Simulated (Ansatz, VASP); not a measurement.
**Te in VASP and in Ansatz**

File INCAR:

```
SYSTEM = Te
ALGO = Normal ; EDIFF = 1E-6
ENCUT = 520 ; GGA = RE
ISIF = 2 ; ISMEAR = -1
LASPH = .True. ; LCHARG = .False.
LREAL = .False. ; LWAVE = .False.
NBANDS = 9 ; NELM = 60
PREC = Accurate ; SIGMA = 0.1
```

Contents of KPOINTS:

```
k-points
0
Gamma
  11 11 11
  0 0 0
```

File POSCAR:

```
Te
1.0
    3.1785619555      0.0000000000      0.0000000000
    0.0000000000      3.1785619555      0.0000000000
    0.0000000000      0.0000000000      3.1785619555
Te
1
Direct
    0.0000000000      0.0000000000      0.0000000000
```

Input for Ansatz:

```yaml
crystal:
  lattice:
    - [3.1785619555, 0.0, 0.0]
    - [0.0, 3.1785619555, 0.0]
    - [0.0, 0.0, 3.1785619555]
  atoms:
    - { symbol: Te, position: [0.0, 0.0, 0.0] }
hamiltonian:
  xc: revpbe
  pseudopotentials:
    kind: paw
    azcp:
      Te: "pseudopotentials/Te.paw.azcp"
basis:
  ecutwfc: 420
  fft_grid_basis: typed
kpoints:
  mp_grid: { grid: [11, 11, 11], shift: [0, 0, 0] }
magnetization:
  spin_polarized: false
scf:
  occupations: { method: fermi_dirac, width: 0.1 }
  lower_state_search: "off"
output:
  stress: true
```

Alike in both runs: task single point; functional revPBE; k mesh 11 × 11 × 11; occupations fermi-dirac, width 0.1 eV; no spin polarisation.

|  | VASP | Ansatz |
| --- | --- | --- |
| version | VASP 6.6.1 | Ansatz 0.2.0 |
| potentials or method | VASP PAW PBE potentials, release 64 (Te), cutoff 520 eV | plane waves (420 eV) with PAW, scalar-relativistic |
| valence electrons in the cell | 6 | 16 |

|  | VASP | Ansatz | Ansatz less VASP |
| --- | --- | --- | --- |
| pressure (GPa) | 2.0 | 2.1 | +0.07 |

VASP's potentials were made for PBE, not for revPBE. With one functional, cell and mesh, what is left measures potentials, basis and numerics. VASP's potentials hold 6 valence electrons a cell and Ansatz's 16, so a difference there can come from the potentials and not from the codes.

Neither program's run includes spin-orbit coupling.
